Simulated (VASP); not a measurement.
# GeB4P (P1) in VASP: single point with PBE

Aim: the single point of GeB4P with PBE.

Everything below comes from runs of VASP 6.6.1. Logs are shortened: lines on timing, memory, paths and dates and some standing lists are left out, and cuts for length are marked.

**1. The cell of the first run**

The typed cell holds 12 atoms: a = 3.182 Å, b = 4.908 Å, c = 8.723 Å, α = 91.49°, β = 90.03°, γ = 89.97°.

**2. Single point, PBE**

The input, INCAR:

```
  ALGO = Fast
  EDIFF = 1E-6
  ENCUT = 520
  GGA = PE
  ISIF = 2
  ISMEAR = 0
  LASPH = T
  LCHARG = F
  LREAL = F
  LWAVE = F
  NBANDS = 43
  NELM = 60
  PREC = Accurate
  SIGMA = 0.1
```

The input, KPOINTS:

```
k-points
0
Gamma
  6 4 2
```

The input, POSCAR:

```
GeB4P
1.0
    3.1820740906     -0.0417383683     -0.0123357434
    0.0662361933      4.9063880090     -0.0819260994
    0.0280878218     -0.0813856817      8.7228765602
Ge B P
2 8 2
Direct
    0.8344907727      0.5321629044      0.9597548486
    0.3330551481      0.9662980734      0.0404405991
    0.9133604978      0.3899979002      0.7299247703
    0.3486326804      0.8952637692      0.6555096892
    0.9121318650      0.2537463837      0.3056454399
    0.3871524424      0.7485684191      0.2879209518
    0.4128140538      0.2465416467      0.6941868301
    0.8879571400      0.7513816844      0.7121138557
    0.4127674811      0.1106241837      0.2701305788
    0.8485281935      0.6050153032      0.3444666554
    0.1045425722      0.9600301897      0.4465430844
    0.6045671531      0.5403695420      0.5533626968
```

Potentials or basis: VASP PAW PBE potentials, release 64 (Ge_d, B, P).

Launch:

```sh
> cat potpaw_PBE.64/Ge_d/POTCAR potpaw_PBE.64/B/POTCAR potpaw_PBE.64/P/POTCAR > POTCAR
> mpirun -np 1 vasp_std > vasp.out
```

OUTCAR:

```text
EDIFF = 1E-6
   ENCUT = 520
   GGA = PE
   ISIF = 2
   ISMEAR = 0
   LASPH = T
   LREAL = F
   NELM = 60
   PREC = Accurate

 ion  position               nearest neighbor table
   1  0.834  0.532  0.960-   3 2.12   8 2.44   2 2.73   2 2.74
   2  0.333  0.966  0.040-   9 2.12   6 2.44   1 2.73   1 2.74
   3  0.913  0.390  0.730-   7 1.76   7 1.77   8 1.79  12 1.98   1 2.12
   4  0.349  0.895  0.656-   8 1.71   7 1.76   8 1.92  11 2.01  12 2.10
   5  0.912  0.254  0.306-  10 1.76   9 1.76   9 1.77  11 2.01
   6  0.387  0.749  0.288-  10 1.71   9 1.79  10 1.92  11 1.93   2 2.44
   7  0.413  0.247  0.694-   4 1.76   3 1.76   3 1.77  12 2.01
   8  0.888  0.751  0.712-   4 1.71   3 1.79   4 1.92  12 1.93   1 2.44
   9  0.413  0.111  0.270-   5 1.76   5 1.77   6 1.79  11 1.98   2 2.12
  10  0.849  0.605  0.344-   6 1.71   5 1.76   6 1.92  12 2.01  11 2.10
  11  0.105  0.960  0.447-   6 1.93   9 1.98   5 2.01   4 2.01  10 2.10  12 2.78  12 2.78
  12  0.605  0.540  0.553-   8 1.93   3 1.98   7 2.01  10 2.01   4 2.10  11 2.78  11 2.78

  LATTYP: Found a triclinic cell.
 ALAT       =     8.7233014415
 B/A-ratio  =     0.5625758780
 C/A-ratio  =     0.3648127654
 COS(alpha) =     0.0004478593
 COS(beta)  =     0.0005341610
 COS(gamma) =     0.0259772623

  Lattice vectors:

 A1 = (  -0.0280878218,   0.0813856817,  -8.7228765602)
 A2 = (   0.0662361933,   4.9063880090,  -0.0819260994)
 A3 = (   3.1820740906,  -0.0417383683,  -0.0123357434)

Analysis of symmetry for initial positions (statically):
=====================================================================
 Subroutine PRICEL returns:
 Original cell was already a primitive cell.

 Routine SETGRP: Setting up the symmetry group for a
 triclinic supercell.

 Subroutine GETGRP returns: Found  1 space group operations
 (whereof  1 operations were pure point group operations)
 out of a pool of  2 trial point group operations.

The static configuration has the point symmetry C_1 .

Analysis of symmetry for dynamics (positions and initial velocities):
=====================================================================
 Subroutine PRICEL returns:
 Original cell was already a primitive cell.

 Routine SETGRP: Setting up the symmetry group for a
 triclinic supercell.

 Subroutine GETGRP returns: Found  1 space group operations
 (whereof  1 operations were pure point group operations)
 out of a pool of  2 trial point group operations.

The dynamic configuration has the point symmetry C_1 .

 Subroutine INISYM returns: Found  1 space group operations
 (whereof  1 operations are pure point group operations),
 and found     1 'primitive' translations

----------------------------------------------------------------------------------------

                                     Primitive cell

  volume of cell :     136.1906

  direct lattice vectors                    reciprocal lattice vectors
     3.182074091 -0.041738368 -0.012335743     0.314200495 -0.004259261 -0.001051471
     0.066236193  4.906388009 -0.081926099     0.002680674  0.203811342  0.001892957
     0.028087822 -0.081385682  8.722876560     0.000469514  0.001908192  0.114657373

  length of vectors
     3.182371722  4.907518967  8.723301442     0.314231122  0.203837760  0.114674212

  position of ions in fractional coordinates (direct lattice)
     0.834490773  0.532162904  0.959754849
     0.333055148  0.966298073  0.040440599
     0.913360498  0.389997900  0.729924770
     0.348632680  0.895263769  0.655509689
     0.912131865  0.253746384  0.305645440
     0.387152442  0.748568419  0.287920952
     0.412814054  0.246541647  0.694186830
     0.887957140  0.751381684  0.712113856
     0.412767481  0.110624184  0.270130579
     0.848528194  0.605015303  0.344466655
     0.104542572  0.960030190  0.446543084
     0.604567153  0.540369542  0.553362697

  ion indices of the primitive-cell ions
   primitive index   ion index
                 1           1
                 2           2
                 3           3
                 4           4
                 5           5
                 6           6
                 7           7
                 8           8
                 9           9
                10          10
                11          11
                12          12

----------------------------------------------------------------------------------------

 KPOINTS: k-points

Automatic generation of k-mesh.
 Grid dimensions read from file:
 generate k-points for:    6    4    2

 Generating k-lattice:

  Cartesian coordinates                     Fractional coordinates (reciprocal lattice)
     0.052366749 -0.000709877 -0.000175245     0.166666667  0.000000000 -0.000000000
     0.000670169  0.050952836  0.000473239     0.000000000  0.250000000  0.000000000
     0.000234757  0.000954096  0.057328687     0.000000000 -0.000000000  0.500000000

  Length of vectors
     0.052371854  0.050959440  0.057337106

  Shift w.r.t. Gamma in fractional coordinates (k-lattice)
     0.000000000  0.000000000  0.000000000

 Subroutine IBZKPT returns following result:
 ===========================================

 Found     28 irreducible k-points:

 Following reciprocal coordinates:
            Coordinates               Weight
  0.000000  0.000000  0.000000      1.000000
  0.166667  0.000000  0.000000      2.000000
  0.333333 -0.000000  0.000000      2.000000
  0.500000 -0.000000  0.000000      1.000000
 -0.000000  0.250000 -0.000000      2.000000
  0.166667  0.250000  0.000000      2.000000
[... 16 lines left out ...]
 -0.333333  0.250000  0.500000      2.000000
 -0.166667  0.250000  0.500000      2.000000
 [... further k-points ...]
   k-points           NKPTS =     28   k-points in BZ     NKDIM =     28   number of bands    NBANDS=     43
   number of dos      NEDOS =    301   number of ions     NIONS =     12
   total plane-waves  NPLWV =  60480
   dimension x,y,z NGX =    24 NGY =   36 NGZ =   70
   dimension x,y,z NGXF=    48 NGYF=   72 NGZF=  140
   ions per type =               2   8   2
   NGX,Y,Z   is equivalent  to a cutoff of  12.54, 12.20, 13.34 a.u.
   NGXF,Y,Z  is equivalent  to a cutoff of  25.08, 24.39, 26.68 a.u.
 SYSTEM =  unknown system
   PREC   = accura    normal or accurate (medium, high low for compatibility)
   ISTART =      0    job   : 0-new  1-cont  2-samecut
   ICHARG =      2    charge: 1-file 2-atom 10-const
   ISPIN  =      1    spin polarized calculation?
   LNONCOLLINEAR =      F non collinear calculations
   LSORBIT =      F    spin-orbit coupling
   LASPH  =      T    aspherical Exc in radial PAW
   ENCUT  =  520.0 eV  38.22 Ry    6.18 a.u.   5.92  9.12 16.22*2*pi/ulx,y,z
   NELM   =     60;   NELMIN=  2; NELMDL= -5     # of ELM steps
   EDIFF  = 0.1E-05   stopping-criterion for ELM
   LREAL  =      F    real-space projection
   EDIFFG = 0.1E-04   stopping-criterion for IOM
   NSW    =      0    number of steps for IOM
   IBRION =     -1    ionic relax: 0-MD 1-quasi-New 2-CG
   NFREE  =      0    steps in history (QN), initial steepest desc. (CG)
   ISIF   =      2    stress and relaxation
   ISYM   =      2    0-nonsym 1-usesym 2-fastsym
   POTIM  = 0.5000    time-step for ionic-motion
   TEBEG  =    0.0;   TEEND  =   0.0 temperature during run
   PSTRESS=    0.0 pullay stress
   NELECT =      62.0000    total number of electrons
   NUPDOWN=      -1.0000    fix difference up-down
   EMIN   =  10.00;   EMAX   =-10.00  energy-range for DOS
   EFERMI =   0.00;   METHOD = LEGACY
   ISMEAR =     0;   SIGMA  =   0.10  broadening in eV -4-tet -1-fermi 0-gaus
   EFERMI_NEDOS =   21; number of points for ismear=-14 and -15
   IALGO  =     68    algorithm
   IMIX   =      4    mixing-type and parameters
     AMIX     =   0.40;   BMIX     =  1.00
     AMIX_MAG =   1.60;   BMIX_MAG =  1.00
  volume/ion in A,a.u.               =      11.35        76.59
  Fermi-wavevector in a.u.,A,eV,Ry     =   1.259379  2.379881 21.579314  1.586035
  Thomas-Fermi vector in A             =   2.392941
   LORBIT       =      0    0 simple, 1 ext, 2 COOP (PROOUT), +10 PAW based schemes
   GGA     = PE    functional components
   LHFCALC =     F    Hartree Fock is set to
   AEXX    =    0.0000 exact exchange contribution
   IVDW    =     0    specifies the selected vdW correction
   LEPSILON=     F    determine dielectric tensor
   LRPA    =     F    only Hartree local field effects (RPA)
 non-spin polarized calculation
 RMM-DIIS sequential band-by-band and
 Gauss-broadening in eV      SIGMA  =   0.10
  energy-cutoff  :      520.00
  volume of cell :      136.19
 maximum number of plane-waves:      3692
   NGX = 11   NGY = 19   NGZ = 33

 number of electron      62.0000011 magnetization

 Free energy of the ion-electron system (eV)
  ---------------------------------------------------
  ext. energy  EPLUGINS =         0.00000000
  ---------------------------------------------------
  free energy    TOTEN  =       -67.44679639 eV

  energy without entropy =      -67.43667077  energy(sigma->0) =      -67.44173358

 E-fermi :   5.8112     XC(G=0): -10.9824

 val. band max:        5.7625306047   @ k =  -0.3333   0.2500  -0.0000
 cond. band min:       5.8401443033   @ k =   0.1667  -0.0000   0.5000
 fundamental gap:      0.0776136987
 Fermi energy:         5.8111877776

 k-point     1 :       0.0000    0.0000    0.0000
  band No.  band energies     occupation
      1     -18.7540      2.00000
      2     -18.7459      2.00000
      3     -18.7023      2.00000
      4     -18.6686      2.00000
      5     -18.6625      2.00000
      6     -18.6549      2.00000
[... 35 lines left out ...]
     42      11.7318      0.00000
     43      12.0155      0.00000

 k-point     2 :       0.1667    0.0000    0.0000
  band No.  band energies     occupation
      1     -18.7522      2.00000
      2     -18.7318      2.00000
      3     -18.6930      2.00000
      4     -18.6754      2.00000
      5     -18.6656      2.00000
      6     -18.6635      2.00000
[... 35 lines left out ...]
     42      12.0205      0.00000
     43      12.6371      0.00000

 k-point     3 :       0.3333   -0.0000    0.0000
  band No.  band energies     occupation
      1     -18.7461      2.00000
      2     -18.7000      2.00000
      3     -18.6990      2.00000
      4     -18.6835      2.00000
      5     -18.6729      2.00000
      6     -18.6689      2.00000
[... 35 lines left out ...]
     42      11.9621      0.00000
     43      13.1937      0.00000

 k-point     4 :       0.5000   -0.0000    0.0000
  band No.  band energies     occupation
      1     -18.7286      2.00000
      2     -18.7271      2.00000
      3     -18.6878      2.00000
      4     -18.6869      2.00000
      5     -18.6678      2.00000
      6     -18.6663      2.00000
[... 863 lines left out ...]
     42      11.7695      0.00000
     43      12.4522      0.00000

 k-point    23 :      -0.3333    0.2500    0.5000
  band No.  band energies     occupation
      1     -18.7464      2.00000
      2     -18.7079      2.00000
      3     -18.6933      2.00000
      4     -18.6811      2.00000
      5     -18.6721      2.00000
      6     -18.6688      2.00000
[... 35 lines left out ...]
     42      12.2486      0.00000
     43      12.5262      0.00000

 k-point    24 :      -0.1667    0.2500    0.5000
  band No.  band energies     occupation
      1     -18.7497      2.00000
      2     -18.7278      2.00000
      3     -18.6947      2.00000
      4     -18.6797      2.00000
      5     -18.6694      2.00000
      6     -18.6625      2.00000
[... 35 lines left out ...]
     42      12.0676      0.00000
     43      12.2383      0.00000

 [... further k-points ...]

------------------------ aborting loop because EDIFF is reached ----------------------------------------

  FORCE on cell =-STRESS in cart. coord.  units (eV):
  Direction    XX          YY          ZZ          XY          YZ          ZX
  --------------------------------------------------------------------------------------
  -------------------------------------------------------------------------------------
  Total        0.0926112      0.0224081      0.0222349     -0.0223724     -0.0030644      0.0015151
  in kB        1.0894997      0.2636146      0.2615768     -0.2631941     -0.0360509      0.0178243
  external PRESSURE =       0.5382303 kB  Pullay stress =       0.0000000 kB

 VOLUME and BASIS-vectors are now :
 -----------------------------------------------------------------------------
  energy-cutoff  :      520.00
  volume of cell :      136.19
      direct lattice vectors                 reciprocal lattice vectors
     3.182074091 -0.041738368 -0.012335743     0.314200495 -0.004259261 -0.001051471
     0.066236193  4.906388009 -0.081926099     0.002680674  0.203811342  0.001892957
     0.028087822 -0.081385682  8.722876560     0.000469514  0.001908192  0.114657373

 POSITION                                       TOTAL-FORCE (eV/Angst)
 -----------------------------------------------------------------------------------
      2.71762      2.49806      8.31793        -0.005492      0.006711      0.013800
      1.12495      4.72384      0.26948         0.001970     -0.003000     -0.003534
      2.95271      1.81595      6.32383        -0.012633      0.002590     -0.030405
      1.18709      4.32461      5.64028         0.017210     -0.013215     -0.007383
      2.92786      1.18203      2.63407         0.015654     -0.000573     -0.001975
      1.28962      3.63318      2.44540        -0.018674      0.021582      0.020130
      1.34943      1.13590      6.03002         0.015617      0.002345      0.006531
      2.89532      3.59155      6.13917        -0.023019     -0.000761     -0.027284
      1.32837      0.50355      2.34216        -0.016512     -0.027490      0.014459
      2.74983      2.90499      2.94471         0.011376      0.017785      0.007068
      0.40879      4.66957      3.81520         0.004392     -0.031691     -0.021844
      1.97511      2.58099      4.77519         0.010111      0.025717      0.030437
 -----------------------------------------------------------------------------------
    total drift:                                0.000412      0.000252     -0.000255

  FREE ENERGIE OF THE ION-ELECTRON SYSTEM (eV)
  ---------------------------------------------------
  free  energy   TOTEN  =       -67.4467963907 eV

  energy  without entropy=      -67.4366707735  energy(sigma->0) =      -67.44173358
```

Run time: 1.8 min. Hardware: 1 thread of Oxide Virtual Turin-like, shared host; peak memory 0.28 GiB.

Results:

```yaml
Free_energy: -67.4468 eV
Pressure: 0.1 GPa
Largest_force: 0.041 eV/Å
Band_gap_on_the_k_mesh: zero (bands 31 and 32 overlap by 2.20 eV)
```

Forces in eV/Å, atoms in the order of the input:
```
Ge  -0.005  0.007  0.014
Ge   0.002 -0.003 -0.004
B   -0.013  0.003 -0.030
B    0.017 -0.013 -0.007
B    0.016 -0.001 -0.002
B   -0.019  0.022  0.020
B    0.016  0.002  0.007
B   -0.023 -0.001 -0.027
B   -0.017 -0.027  0.014
B    0.011  0.018  0.007
P    0.004 -0.032 -0.022
P    0.010  0.026  0.030
```

Stress tensor (GPa, compression positive):
```
 0.11 -0.03  0.00
-0.03  0.03  0.00
 0.00  0.00  0.03
```

Levels at points of the mesh, in eV from the Fermi level:
| k point | band 29 | band 30 | band 31 | band 32 | band 33 | band 34 |
| --- | --- | --- | --- | --- | --- | --- |
| (0.00, 0.00, 0.00) | -0.53 | -0.46 | -0.22 | 2.07 | 2.60 | 3.01 |
| (0.50, 0.00, 0.00) | -1.37 | -1.36 | -0.80 | -0.80 | 1.17 | 1.18 |
| (0.00, 0.50, 0.00) | -0.95 | -0.10 | 0.64 | 1.44 | 2.51 | 2.59 |
| (0.50, 0.50, 0.00) | -1.47 | -1.46 | -1.35 | -1.35 | 0.59 | 0.60 |
| (0.00, 0.00, 0.50) | -0.86 | -0.31 | 0.85 | 2.05 | 2.73 | 2.90 |
| (0.50, 0.00, 0.50) | -1.52 | -1.51 | -0.24 | -0.23 | 0.73 | 0.74 |
| (0.00, 0.50, 0.50) | -1.15 | -0.92 | -0.47 | 1.01 | 1.79 | 3.23 |
| (0.50, 0.50, 0.50) | -1.27 | -1.27 | -0.59 | -0.59 | 1.48 | 1.50 |

Caveat: the k points lie up to 0.36 Å⁻¹ apart, too coarse for converged energies and pressures of a metal.

The gap in the log of VASP goes by the Fermi energy; the results here count the filled bands.